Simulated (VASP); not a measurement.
A run of VASP 6.6.1 is set up as follows.

Contents of INCAR:

```
ALGO = Fast ; EDIFF = 1E-6
ENCUT = 520 ; GGA = PE
ISIF = 2 ; ISMEAR = 0
LASPH = T ; LCHARG = F
LREAL = F ; LWAVE = F
NBANDS = 52 ; NELM = 80
PREC = Accurate ; SIGMA = 0.1
```

File KPOINTS:

```
k-points
0
Gamma
  10 10 4
```

File POSCAR:

```
TiAl6Ni5
1.0
    4.0812156720      0.0000000000      0.0000000000
    0.0000000000      4.0812156720      0.0000000000
    0.0000000000      0.0000000000      9.2516500670
Ti Al Ni
1 6 5
Direct
    0.5000000000      0.5000000000      0.5000000000
    0.0000000000      0.5000000000      0.0000000000
    0.5000000000      0.0000000000      0.0000000000
    0.0000000000      0.5000000000      0.3137106645
    0.5000000000      0.0000000000      0.3137106645
    0.0000000000      0.5000000000      0.6862893355
    0.5000000000      0.0000000000      0.6862893355
    0.5000000000      0.5000000000      0.1605723883
    0.0000000000      0.0000000000      0.1530284283
    0.0000000000      0.0000000000      0.5000000000
    0.5000000000      0.5000000000      0.8394276117
    0.0000000000      0.0000000000      0.8469715717
```

Potentials or basis: VASP PAW PBE potentials, release 64 (Ti_sv, Al, Ni).

Launch:

```console
$ cat potpaw_PBE.64/Ti_sv/POTCAR potpaw_PBE.64/Al/POTCAR potpaw_PBE.64/Ni/POTCAR > POTCAR
$ mpirun -np 1 vasp_std > vasp.out
```

Problem. Estimate the pressure.

Solution. -0.1 GPa.

Problem. What does it give for the band gap on the k mesh?

Solution. Zero (bands 40 and 41 overlap by 1.37 eV).

Forces in eV/Å, atoms in the order of the input:
```
Ti   0.000  0.000  0.000
Al   0.000  0.000  0.000
Al   0.000  0.000  0.000
Al   0.000  0.000  0.004
Al   0.000  0.000  0.004
Al   0.000  0.000 -0.004
Al   0.000  0.000 -0.004
Ni   0.000  0.000 -0.007
Ni   0.000  0.000 -0.002
Ni   0.000  0.000  0.000
Ni   0.000  0.000  0.007
Ni   0.000  0.000  0.002
```

Spin polarisation is off, so any magnetic state and its effect on volume and gap are missing.
